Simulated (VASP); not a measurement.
Here is a VASP 6.6.1 calculation.

File INCAR:

```
SYSTEM = CsPbCl3
PREC     = Accurate       ! precision mode
ENCUT    = 600            ! plane-wave cutoff, eV
EDIFF    = 1E-6           ! SCF threshold, eV
ISMEAR   = 0              ! smearing method
SIGMA    = 0.02           ! smearing width, eV
LREAL    = .False.        ! projectors in reciprocal space
LASPH    = .True.         ! aspherical terms in the spheres
NELM     = 60             ! most SCF steps
ALGO     = Normal         ! electronic algorithm
ISIF     = 3              ! what is computed and relaxed
LWAVE    = .False.        ! write WAVECAR
LCHARG   = .False.        ! write CHGCAR
GGA      = PE             ! functional
IBRION   = 2              ! ionic algorithm
NSW      = 100            ! ionic steps
EDIFFG   = -0.01          ! ionic threshold
```

File KPOINTS:

```
regular mesh
0
Gamma
  6 6 6
  0 0 0
```

Contents of POSCAR:

```
CsPbCl3
1.0
    4.0031551156      2.3112226836      3.2955554574
   -4.0031551156      2.3112226836      3.2955554574
    0.0000000000     -4.6224453672      3.2955554574
Cs Pb Cl
1 1 3
Direct
    0.5000000000      0.5000000000      0.5000000000
    0.0000000000      0.0000000000      0.0000000000
    0.5000000000      0.0186003000      0.9813997000
    0.0186003000      0.9813997000      0.5000000000
    0.9813997000      0.5000000000      0.0186003000
```

Potentials or basis: VASP PAW PBE potentials, release 64 (Cs_sv, Pb_d, Cl).

Command:

```console
$ cat potpaw_PBE.64/Cs_sv/POTCAR potpaw_PBE.64/Pb_d/POTCAR potpaw_PBE.64/Cl/POTCAR > POTCAR
$ mpirun -np 1 vasp_std > vasp.out
```

Q: What does it give for the relaxed volume?

A: 37.75 Å³/atom.

Q: What does it give for the band gap on the k mesh?

A: 2.21 eV.

Q: Predict the relaxed cell.

A: a = 5.736 Å, b = 5.736 Å, c = 5.736 Å, α = 90.21°, β = 90.21°, γ = 90.21°.

Q: Predict the space group after relaxing (to 0.1 Å).

A: Pm-3m (No. 221).

Step by step:
| step | energy change (eV) | largest force (eV/Å) | pressure (GPa) | volume (Å³) |
| --- | --- | --- | --- | --- |
| 1 | 0.0000 | 0.0159 | 0.69 | 182.95 |
| 2 | -0.0107 | 0.0191 | 0.14 | 187.13 |
| 3 | -0.0113 | 0.0200 | -0.01 | 188.36 |
| 4 | -0.0113 | 0.0199 | 0.01 | 188.25 |
| 5 | -0.0113 | 0.0190 | 0.01 | 188.25 |
| 6 | -0.0115 | 0.0185 | 0.01 | 188.26 |
| 7 | -0.0119 | 0.0185 | 0.01 | 188.29 |
| 8 | -0.0125 | 0.0173 | 0.01 | 188.33 |
| 9 | -0.0133 | 0.0144 | 0.01 | 188.41 |
| 10 | -0.0133 | 0.0093 | 0.00 | 188.55 |
| 11 | -0.0136 | 0.0118 | 0.00 | 188.48 |
| 12 | -0.0138 | 0.0120 | 0.00 | 188.51 |
| 13 | -0.0144 | 0.0100 | -0.01 | 188.58 |
| 14 | -0.0152 | 0.0067 | -0.02 | 188.73 |

Caveat: spin-orbit coupling is left out, which moves the levels of the heavy elements. A k mesh can miss the band edges.
